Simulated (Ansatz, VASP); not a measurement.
## Two plane-wave programs on TlBr

INCAR

```
SYSTEM = TlBr
PREC     = Accurate       ! precision mode
ENCUT    = 500            ! plane-wave cutoff, eV
EDIFF    = 1E-6           ! SCF threshold, eV
ISMEAR   = -1             ! smearing method
SIGMA    = 0.08           ! smearing width, eV
LREAL    = .False.        ! projectors in reciprocal space
LASPH    = .True.         ! aspherical terms in the spheres
NELM     = 120            ! most SCF steps
ALGO     = Normal         ! electronic algorithm
ISIF     = 2              ! what is computed and relaxed
LWAVE    = .False.        ! write WAVECAR
LCHARG   = .False.        ! write CHGCAR
GGA      = PE             ! functional
NBANDS   = 17             ! bands
GGA_COMPAT= .False.
```

File KPOINTS:

```
Automatic mesh
0
Gamma
  12 12 12
  0 0 0
```

The input POSCAR:

```
TlBr
1.0
    4.0518326371      0.0000000000      0.0000000000
    0.0000000000      4.0518326371      0.0000000000
    0.0000000000      0.0000000000      4.0518326371
Tl Br
1 1
Direct
    0.0000000000      0.0000000000      0.0000000000
    0.5000000000      0.5000000000      0.5000000000
```

Input for Ansatz:

```yaml
crystal:
  lattice:
    - [4.0518326371, 0.0, 0.0]
    - [0.0, 4.0518326371, 0.0]
    - [0.0, 0.0, 4.0518326371]
  atoms:
    - { symbol: Tl, position: [0.0, 0.0, 0.0] }
    - { symbol: Br, position: [0.5, 0.5, 0.5] }
kpoints:
  mp_grid: { grid: [12, 12, 12] }
  band_path:
    path:
      - [0.0, 0.0, 0.0]
      - [0.0, 0.5, 0.0]
      - [0.5, 0.5, 0.0]
      - [0.0, 0.0, 0.0]
      - [0.5, 0.5, 0.5]
      - [0.0, 0.5, 0.0]
      - [0.5, 0.5, 0.5]
      - [0.5, 0.5, 0.0]
    npoints: 8
scf:
  occupations: { method: fermi_dirac, width: 0.08 }
hamiltonian:
  xc: pbe
  pseudopotentials: { kind: paw }
output:
  forces: true
  stress: true
  eigenvalues: true
  populations: true
  dos: { projected: true, de: 0.2, e_range: [-14, 8] }
```

Change from the starting cell: volume scaled by 1, PAW files.

Alike in both runs: task single point; functional PBE; k mesh 12 × 12 × 12; occupations fermi-dirac, width 0.08 eV; no spin polarisation.

|  | VASP | Ansatz |
| --- | --- | --- |
| version | VASP 6.6.1 | Ansatz 0.2.0 |
| potentials or method | VASP PAW PBE potentials, release 64 (Tl_d, Br) | PAW with Ansatz's default frozen-core files, scalar-relativistic |
| plane-wave cutoff (eV) | 500 | 420 |
| valence electrons in the cell | 20 | 20 |

|  | VASP | Ansatz | Ansatz less VASP |
| --- | --- | --- | --- |
| pressure (GPa) | 0.0 | 0.0 | +0.03 |

Spin-orbit coupling is off throughout.
